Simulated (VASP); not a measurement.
# HfC (P6_3mc) in VASP: notebook

Runs on HfC. Level: PBE. Tasks: single point, relaxation of cell and atoms.

Program: VASP 6.6.1. These are calculated values, not measurements. Logs are shortened: lines on timing, memory, paths and dates and some standing lists are left out, and cuts for length are marked.

## 1. The cell of the first run

The structure is hexagonal, space group P6_3mc (No. 186). Conventional cell: a = 3.847 Å, b = 3.847 Å, c = 4.658 Å, α = 90.00°, β = 90.00°, γ = 120.00°. Within 2.9 Å of Hf (site symmetry 3m) lie 5 C at 2.22 to 2.40 Å. Within 2.9 Å of C (site symmetry 3m) lie 5 Hf at 2.22 to 2.40 Å.

## 2. Single point, PBE

Input file INCAR:

```
SYSTEM = HfC
PREC = Accurate
ENCUT = 520
EDIFF = 1E-7
ISMEAR = 0
SIGMA = 0.1
LREAL = .FALSE.
LASPH = .TRUE.
NELM = 60
ALGO = Normal
ISIF = 2
LWAVE = .FALSE.
LCHARG = .TRUE.
GGA = PE
LELF = .TRUE.
LVHAR = .TRUE.
NBANDS = 22
```

Input file KPOINTS:

```
regular mesh
0
G
  6 6 4
  0 0 0
```

Input file POSCAR:

```
HfC
1.0
    3.8473089211      0.0000000000      0.0000000000
   -1.9236544606      3.3318672619      0.0000000000
    0.0000000000      0.0000000000      4.6582198135
Hf C
2 2
Direct
    0.3333333333      0.6666666667      0.4453495292
    0.6666666667      0.3333333333      0.9453495292
    0.3333333333      0.6666666667      0.9296504708
    0.6666666667      0.3333333333      0.4296504708
```

Potentials or basis: VASP PAW PBE potentials, release 64 (Hf_pv, C).

Started as:

```
$ cat potpaw_PBE.64/Hf_pv/POTCAR potpaw_PBE.64/C/POTCAR > POTCAR
$ mpirun -np 1 vasp_std > vasp.out
```

OUTCAR:

```text
SYSTEM = HfC
   PREC = Accurate
   ENCUT = 520
   EDIFF = 1E-7
   ISMEAR = 0
   LREAL = .FALSE.
   LASPH = .TRUE.
   NELM = 60
   ISIF = 2
   GGA = PE

 ion  position               nearest neighbor table
   1  0.333  0.667  0.445-   4 2.22   4 2.22   4 2.22   3 2.26   3 2.40   2 3.22   2 3.22   2 3.22
                             2 3.22   2 3.22   2 3.22
   2  0.667  0.333  0.945-   3 2.22   3 2.22   3 2.22   4 2.26   4 2.40   1 3.22   1 3.22   1 3.22
                             1 3.22   1 3.22   1 3.22
   3  0.333  0.667  0.930-   2 2.22   2 2.22   2 2.22   1 2.26   1 2.40
   4  0.667  0.333  0.430-   1 2.22   1 2.22   1 2.22   2 2.26   2 2.40

  LATTYP: Found a hexagonal cell.
 ALAT       =     3.8473089211
 C/A-ratio  =     1.2107735326

  Lattice vectors:

 A1 = (   3.8473089211,   0.0000000000,   0.0000000000)
 A2 = (  -1.9236544606,   3.3318672619,   0.0000000000)
 A3 = (   0.0000000000,   0.0000000000,   4.6582198135)

Analysis of symmetry for initial positions (statically):
=====================================================================
 Subroutine PRICEL returns:
 Original cell was already a primitive cell.

 Routine SETGRP: Setting up the symmetry group for a
 hexagonal supercell.

 Subroutine GETGRP returns: Found 12 space group operations
 (whereof  6 operations were pure point group operations)
 out of a pool of 24 trial point group operations.

The static configuration has the point symmetry C_3v.
 The point group associated with its full space group is C_6v.

Analysis of symmetry for dynamics (positions and initial velocities):
=====================================================================
 Subroutine PRICEL returns:
 Original cell was already a primitive cell.

 Routine SETGRP: Setting up the symmetry group for a
 hexagonal supercell.

 Subroutine GETGRP returns: Found 12 space group operations
 (whereof  6 operations were pure point group operations)
 out of a pool of 24 trial point group operations.

The dynamic configuration has the point symmetry C_3v.
 The point group associated with its full space group is C_6v.

 Subroutine INISYM returns: Found 12 space group operations
 (whereof  6 operations are pure point group operations),
 and found     1 'primitive' translations

----------------------------------------------------------------------------------------

                                     Primitive cell

  volume of cell :      59.7124

[... 87 lines left out ...]
   NELM   =     60;   NELMIN=  2; NELMDL= -5     # of ELM steps
   EDIFF  = 0.1E-06   stopping-criterion for ELM
   LREAL  =      F    real-space projection
   EDIFFG = 0.1E-05   stopping-criterion for IOM
   NSW    =      0    number of steps for IOM
   IBRION =     -1    ionic relax: 0-MD 1-quasi-New 2-CG
   NFREE  =      0    steps in history (QN), initial steepest desc. (CG)
   ISIF   =      2    stress and relaxation
   ISYM   =      2    0-nonsym 1-usesym 2-fastsym
   POTIM  = 0.5000    time-step for ionic-motion
   TEBEG  =    0.0;   TEEND  =   0.0 temperature during run
   PSTRESS=    0.0 pullay stress
   NELECT =      28.0000    total number of electrons
   NUPDOWN=      -1.0000    fix difference up-down
   EMIN   =  10.00;   EMAX   =-10.00  energy-range for DOS
   EFERMI =   0.00;   METHOD = LEGACY
   ISMEAR =     0;   SIGMA  =   0.10  broadening in eV -4-tet -1-fermi 0-gaus
   EFERMI_NEDOS =   21; number of points for ismear=-14 and -15
   IALGO  =     38    algorithm
   IMIX   =      4    mixing-type and parameters
     AMIX     =   0.40;   BMIX     =  1.00
     AMIX_MAG =   1.60;   BMIX_MAG =  1.00
  volume/ion in A,a.u.               =      14.93       100.74
  Fermi-wavevector in a.u.,A,eV,Ry     =   1.271860  2.403467 22.009159  1.617628
  Thomas-Fermi vector in A             =   2.404770
   LORBIT       =      0    0 simple, 1 ext, 2 COOP (PROOUT), +10 PAW based schemes
   GGA     = PE    functional components
   LHFCALC =     F    Hartree Fock is set to
   AEXX    =    0.0000 exact exchange contribution
   IVDW    =     0    specifies the selected vdW correction
   LEPSILON=     F    determine dielectric tensor
   LRPA    =     F    only Hartree local field effects (RPA)
 non-spin polarized calculation
 Gauss-broadening in eV      SIGMA  =   0.10
  energy-cutoff  :      520.00
  volume of cell :       59.71
 maximum number of plane-waves:      1638
 NGX is ok and might be reduce to    30
   NGX = 15   NGY = 15   NGZ = 17

 number of electron      28.0000000 magnetization

 Free energy of the ion-electron system (eV)
  ---------------------------------------------------
  ext. energy  EPLUGINS =         0.00000000
  ---------------------------------------------------
  free energy    TOTEN  =       -41.00648466 eV

  energy without entropy =      -41.00417638  energy(sigma->0) =      -41.00533052

 E-fermi :   4.4843     XC(G=0): -11.1701

 val. band max:        4.3430376393   @ k =   0.1667  -0.0000   0.0000
 cond. band min:       4.5770437256   @ k =   0.3333   0.1667   0.0000
 fundamental gap:      0.2340060863
 Fermi energy:         4.4842782576

 k-point     1 :       0.0000    0.0000    0.0000
  band No.  band energies     occupation
      1     -25.6957      2.00000
      2     -25.5505      2.00000
      3     -25.5505      2.00000
      4     -25.3539      2.00000
      5     -25.3539      2.00000
      6     -25.1241      2.00000
[... 514 lines left out ...]
     21      10.6344      0.00000
     22      10.6344      0.00000

------------------------ aborting loop because EDIFF is reached ----------------------------------------

  FORCE on cell =-STRESS in cart. coord.  units (eV):
  Direction    XX          YY          ZZ          XY          YZ          ZX
  --------------------------------------------------------------------------------------
  -------------------------------------------------------------------------------------
  Total       -0.2034960     -0.2034960     -0.2701795      0.0000000      0.0000000     -0.0000000
  in kB       -5.4601141     -5.4601141     -7.2493351      0.0000000      0.0000000     -0.0000000
  external PRESSURE =      -6.0565211 kB  Pullay stress =       0.0000000 kB

 VOLUME and BASIS-vectors are now :
 -----------------------------------------------------------------------------
  energy-cutoff  :      520.00
  volume of cell :       59.71
      direct lattice vectors                 reciprocal lattice vectors
     3.847308921  0.000000000  0.000000000     0.259921940  0.150066002  0.000000000
    -1.923654461  3.331867262  0.000000000     0.000000000  0.300132004  0.000000000
     0.000000000  0.000000000  4.658219813     0.000000000  0.000000000  0.214674283

 POSITION                                       TOTAL-FORCE (eV/Angst)
 -----------------------------------------------------------------------------------
     -0.00000      2.22124      2.07454         0.000000     -0.000000      0.005495
      1.92365      1.11062      4.40365        -0.000000     -0.000000      0.005495
     -0.00000      2.22124      4.33052         0.000000      0.000000     -0.005495
      1.92365      1.11062      2.00141        -0.000000      0.000000     -0.005495
 -----------------------------------------------------------------------------------
    total drift:                               -0.000000     -0.000000     -0.000162

  FREE ENERGIE OF THE ION-ELECTRON SYSTEM (eV)
  ---------------------------------------------------
  free  energy   TOTEN  =       -41.0064846562 eV

  energy  without entropy=      -41.0041763781  energy(sigma->0) =      -41.00533052
```

stdout:

```text
POSCAR found type information on POSCAR HfC
 POSCAR found :  2 types and       4 ions
 scaLAPACK will be used
 LDA part: xc-table for (Slater+PW92), standard interpolation
 POSCAR, INCAR and KPOINTS ok, starting setup
 FFT: planning ... GRIDC
 FFT: planning ... GRID_SOFT
 FFT: planning ... GRID
 WAVECAR not read
 entering main loop
```

Wall time 53 s (1 thread of Intel Xeon 8259CL, shared host); peak memory 0.19 GiB.

Results:

- Free energy: -41.0065 eV
- Pressure: -0.6 GPa
- Largest force: 0.005 eV/Å
- Band gap on the k mesh: zero (bands 14 and 15 overlap by 0.95 eV)

Forces on the atoms (eV/Å):
```
Hf   0.000  0.000  0.005
Hf   0.000  0.000  0.005
C    0.000  0.000 -0.005
C    0.000  0.000 -0.005
```

Levels at points of the mesh, in eV from the Fermi level:
```csv
k point,band 11,band 12,band 13,band 14,band 15,band 16,band 17,band 18
"(0.00, 0.00, 0.00)",-2.60,-2.60,-1.98,1.04,1.29,1.29,2.51,4.76
"(0.50, 0.00, 0.00)",-1.75,-1.69,-1.35,-0.49,0.45,1.76,2.94,3.87
"(0.00, 0.00, 0.50)",-3.10,-3.10,-3.10,-3.10,4.16,4.16,4.35,4.35
"(0.50, 0.00, 0.50)",-2.34,-2.34,-1.62,-1.62,2.34,2.34,3.65,3.65
```

Caveat: spin-orbit coupling is left out, which moves the levels of the heavy elements.

## 3. Single point, PBE

Input file INCAR:

```
ALGO = Normal ; EDIFF = 1E-6
ENCUT = 520 ; GGA = PE
ISIF = 2 ; ISMEAR = 0
LASPH = T ; LCHARG = F
LREAL = F ; LWAVE = F
NBANDS = 22 ; NELM = 60
PREC = Accurate ; SIGMA = 0.1
```

Input file KPOINTS:

```
k-points
0
Gamma
  12 12 10
```

Input file POSCAR:

```
HfC
1.0
    3.8537308418      0.0000000000      0.0000000000
   -1.9268654209      3.3374288083      0.0000000000
    0.0000000000      0.0000000000      4.6365882987
Hf C
2 2
Direct
    0.3333333333      0.6666666667      0.4376151662
    0.6666666667      0.3333333333      0.9376151662
    0.3333333333      0.6666666667      0.9373848338
    0.6666666667      0.3333333333      0.4373848338
```

Potentials or basis: VASP PAW PBE potentials, release 64 (Hf_pv, C).

Started as:

```
$ cat potpaw_PBE.64/Hf_pv/POTCAR potpaw_PBE.64/C/POTCAR > POTCAR
$ mpirun -np 1 vasp_std > vasp.out
```

Wall time 3.2 min (1 thread of Intel Xeon 8259CL, shared host); peak memory 0.27 GiB.

It converged, with:

```
Free energy            : -41.0233 eV
Pressure               : -0.5 GPa
Band gap on the k mesh : zero (bands 14 and 15 overlap by 1.47 eV)
```

Levels at points of the mesh, in eV from the Fermi level:
| k point | band 10 | band 11 | band 12 | band 13 | band 14 | band 15 | band 16 | band 17 | band 18 | band 19 |
| --- | --- | --- | --- | --- | --- | --- | --- | --- | --- | --- |
| (0.00, 0.00, 0.00) | -2.69 | -2.54 | -2.54 | -1.89 | 1.27 | 1.34 | 1.34 | 2.42 | 4.87 | 4.87 |
| (0.50, 0.00, 0.00) | -1.96 | -1.95 | -1.61 | -1.31 | -0.22 | 0.27 | 1.79 | 3.13 | 3.91 | 4.17 |
| (0.00, 0.00, 0.50) | -3.19 | -3.05 | -3.05 | -3.05 | -3.05 | 4.19 | 4.19 | 4.45 | 4.45 | 4.45 |
| (0.50, 0.00, 0.50) | -4.67 | -2.30 | -2.30 | -1.57 | -1.57 | 2.40 | 2.40 | 3.72 | 3.72 | 5.48 |

Caveat: spin-orbit coupling is left out, which moves the levels of the heavy elements.

## 4. Relaxation of cell and atoms, PBE

Input file INCAR:

```
SYSTEM = HfC
ALGO = Normal
EDIFF = 1E-6
EDIFFG = -0.01
ENCUT = 600
GGA = PE
IBRION = 2
ISIF = 3
ISMEAR = 0
LASPH = .True.
LCHARG = .False.
LREAL = .False.
LWAVE = .False.
NELM = 80
NSW = 80
PREC = Accurate
SIGMA = 0.1
```

Input file KPOINTS:

```
k-points
0
Gamma
  12 12 10
  0 0 0
```

Input file POSCAR:

```
HfC
1.0
    3.8473089211      0.0000000000      0.0000000000
   -1.9236544606      3.3318672619      0.0000000000
    0.0000000000      0.0000000000      4.6582198135
Hf C
2 2
Direct
    0.3333333333      0.6666666667      0.4453495292
    0.6666666667      0.3333333333      0.9453495292
    0.3333333333      0.6666666667      0.9296504708
    0.6666666667      0.3333333333      0.4296504708
```

Potentials or basis: VASP PAW PBE potentials, release 64 (Hf_pv, C).

Started as:

```
$ cat potpaw_PBE.64/Hf_pv/POTCAR potpaw_PBE.64/C/POTCAR > POTCAR
$ mpirun -np 1 vasp_std > vasp.out
```

OUTCAR:

```text
SYSTEM = HfC
   EDIFF = 1E-6
   EDIFFG = -0.01
   ENCUT = 600
   GGA = PE
   IBRION = 2
   ISIF = 3
   ISMEAR = 0
   LASPH = .True.
   LREAL = .False.
   NELM = 80
   NSW = 80
   PREC = Accurate

 ion  position               nearest neighbor table
   1  0.333  0.667  0.445-   4 2.22   4 2.22   4 2.22   3 2.26   3 2.40   2 3.22   2 3.22   2 3.22
                             2 3.22   2 3.22   2 3.22
   2  0.667  0.333  0.945-   3 2.22   3 2.22   3 2.22   4 2.26   4 2.40   1 3.22   1 3.22   1 3.22
                             1 3.22   1 3.22   1 3.22
   3  0.333  0.667  0.930-   2 2.22   2 2.22   2 2.22   1 2.26   1 2.40
   4  0.667  0.333  0.430-   1 2.22   1 2.22   1 2.22   2 2.26   2 2.40

  LATTYP: Found a hexagonal cell.
 ALAT       =     3.8473089211
 C/A-ratio  =     1.2107735326

  Lattice vectors:

 A1 = (   3.8473089211,   0.0000000000,   0.0000000000)
 A2 = (  -1.9236544606,   3.3318672619,   0.0000000000)
 A3 = (   0.0000000000,   0.0000000000,   4.6582198135)

Analysis of symmetry for initial positions (statically):
=====================================================================
 Subroutine PRICEL returns:
 Original cell was already a primitive cell.

 Routine SETGRP: Setting up the symmetry group for a
 hexagonal supercell.

 Subroutine GETGRP returns: Found 12 space group operations
 (whereof  6 operations were pure point group operations)
 out of a pool of 24 trial point group operations.

The static configuration has the point symmetry C_3v.
 The point group associated with its full space group is C_6v.

Analysis of symmetry for dynamics (positions and initial velocities):
=====================================================================
 Subroutine PRICEL returns:
 Original cell was already a primitive cell.

 Routine SETGRP: Setting up the symmetry group for a
 hexagonal supercell.

 Subroutine GETGRP returns: Found 12 space group operations
[... 151 lines left out ...]

 Free energy of the ion-electron system (eV)
  ---------------------------------------------------
  ext. energy  EPLUGINS =         0.00000000
  ---------------------------------------------------
  free energy    TOTEN  =       -41.01634505 eV

  energy without entropy =      -41.01473226  energy(sigma->0) =      -41.01553865

------------------------ aborting loop because EDIFF is reached ----------------------------------------

  FORCE on cell =-STRESS in cart. coord.  units (eV):
  Direction    XX          YY          ZZ          XY          YZ          ZX
  --------------------------------------------------------------------------------------
  -------------------------------------------------------------------------------------
  Total       -0.2014906     -0.2014906     -0.3608680      0.0000000      0.0000000      0.0000000
  in kB       -5.4063055     -5.4063055     -9.6826509      0.0000000      0.0000000      0.0000000
  external PRESSURE =      -6.8317540 kB  Pullay stress =       0.0000000 kB
[... 95 lines left out ...]
  FREE ENERGIE OF THE ION-ELECTRON SYSTEM (eV)
  ---------------------------------------------------
  free  energy   TOTEN  =       -41.0197854443 eV

  energy  without entropy=      -41.0184335779  energy(sigma->0) =      -41.01910951

[... ionic steps 4 to 7 ...]

--------------------------------------- Ionic step        8  -------------------------------------------

 number of electron      28.0000001 magnetization

------------------------ aborting loop because EDIFF is reached ----------------------------------------
[... 71 lines left out ...]
--------------------------------------- Ionic step       10  -------------------------------------------

 number of electron      28.0000001 magnetization

 Free energy of the ion-electron system (eV)
  ---------------------------------------------------
  ext. energy  EPLUGINS =         0.00000000
  ---------------------------------------------------
  free energy    TOTEN  =       -41.02562529 eV

  energy without entropy =      -41.02446455  energy(sigma->0) =      -41.02504492

 E-fermi :   4.4504     XC(G=0): -11.1926

 val. band max:        4.4246212297   @ k =   0.2500   0.1667   0.0000
 cond. band min:       4.5097362283   @ k =   0.4167   0.1667   0.0000
 fundamental gap:      0.0851149986
 Fermi energy:         4.4504072526

 k-point     1 :       0.0000    0.0000    0.0000
  band No.  band energies     occupation
      1     -25.6536      2.00000
      2     -25.5080      2.00000
      3     -25.5080      2.00000
      4     -25.3045      2.00000
      5     -25.3045      2.00000
      6     -25.0715      2.00000
[... 481 lines left out ...]
      5     -25.3042      2.00000
      6     -25.1791      2.00000
[... 10 lines left out ...]
     17       7.8386      0.00000
     18       9.6722      0.00000

 [... further k-points ...]

------------------------ aborting loop because EDIFF is reached ----------------------------------------

  FORCE on cell =-STRESS in cart. coord.  units (eV):
  Direction    XX          YY          ZZ          XY          YZ          ZX
  --------------------------------------------------------------------------------------
  -------------------------------------------------------------------------------------
  Total        0.0165985      0.0165985      0.0063001     -0.0000000      0.0000000      0.0000000
  in kB        0.4474647      0.4474647      0.1698384     -0.0000000      0.0000000      0.0000000
  external PRESSURE =       0.3549226 kB  Pullay stress =       0.0000000 kB
[... 19 lines left out ...]
  FREE ENERGIE OF THE ION-ELECTRON SYSTEM (eV)
  ---------------------------------------------------
  free  energy   TOTEN  =       -41.0256252948 eV

  energy  without entropy=      -41.0244645489  energy(sigma->0) =      -41.02504492

 reached required accuracy - stopping structural energy minimisation
```

It took 12 min on 1 thread of Intel Xeon 8259CL, shared host; peak memory 0.31 GiB.

Results:

- Free energy: -41.0256 eV
- Relaxed volume: 14.86 Å³/atom
- Relaxed cell: a = 3.849 Å, b = 3.849 Å, c = 4.633 Å, α = 90.00°, β = 90.00°, γ = 120.00°
- Space group after relaxing (to 0.1 Å): P6_3/mmc (No. 194)
- Energy gained by relaxing: 2.3 meV/atom
- Ionic steps: 10
- Pressure after relaxing: 0.0 GPa
- Band gap on the k mesh: zero (bands 14 and 15 overlap by 1.46 eV)

Forces in eV/Å, atoms in the order of the input:
```
Hf   0.000  0.000 -0.003
Hf   0.000  0.000 -0.003
C    0.000  0.000  0.003
C    0.000  0.000  0.003
```

Step by step:
```
step  energy change (eV)  largest force (eV/Å)  pressure (GPa)  volume (Å³)
   1              0.0000                0.1483           -0.68        59.71
   2             -0.0034                0.1169            0.99        59.16
   3             -0.0034                0.1166            0.99        59.16
   4             -0.0061                0.0777            0.69        59.24
   5             -0.0092                0.0086           -0.11        59.48
   6             -0.0092                0.0060           -0.16        59.50
   7             -0.0092                0.0050           -0.18        59.50
   8             -0.0093                0.0035            0.08        59.42
   9             -0.0093                0.0038            0.05        59.43
  10             -0.0093                0.0028            0.04        59.43
```

Final structure:
```xyz
4
Lattice="3.8489 0.0000 0.0000 -1.9245 3.3332 0.0000 0.0000 0.0000 4.6325" Properties=species:S:1:pos:R:3 pbc="T T T"
Hf    0.0000    2.2222    2.0292
Hf    1.9245    1.1111    4.3454
C     0.0000    2.2222    4.3405
C     1.9245    1.1111    2.0243
```

Caveat: spin-orbit coupling is left out, which moves the levels of the heavy elements.

## 5. Overview

```tsv
task	cell	k mesh	cutoff (eV)	gap on the mesh (eV)	pressure (GPa)
single point	a = 3.847, b = 3.847, c = 4.658 Å, angles 90.0, 90.0, 120.0°, 4 atoms, atomic positions A	6 × 6 × 4	520	none	-0.6
single point	a = 3.854, b = 3.854, c = 4.637 Å, angles 90.0, 90.0, 120.0°, 4 atoms, atomic positions B	12 × 12 × 10	520	none	-0.5
relaxation of cell and atoms	relaxed from a = 3.847, b = 3.847, c = 4.658 Å, angles 90.0, 90.0, 120.0°, 4 atoms, atomic positions A	12 × 12 × 10	600	none	0.0
```

Alike in all rows: level PBE; potentials or basis VASP PAW PBE potentials, release 64 (Hf_pv, C); no spin polarisation; smearing gaussian 0.1 eV.

Caveats: spin-orbit coupling is left out, which moves the levels of the heavy elements.

Absolute energies hang on the potentials; compare differences alone.
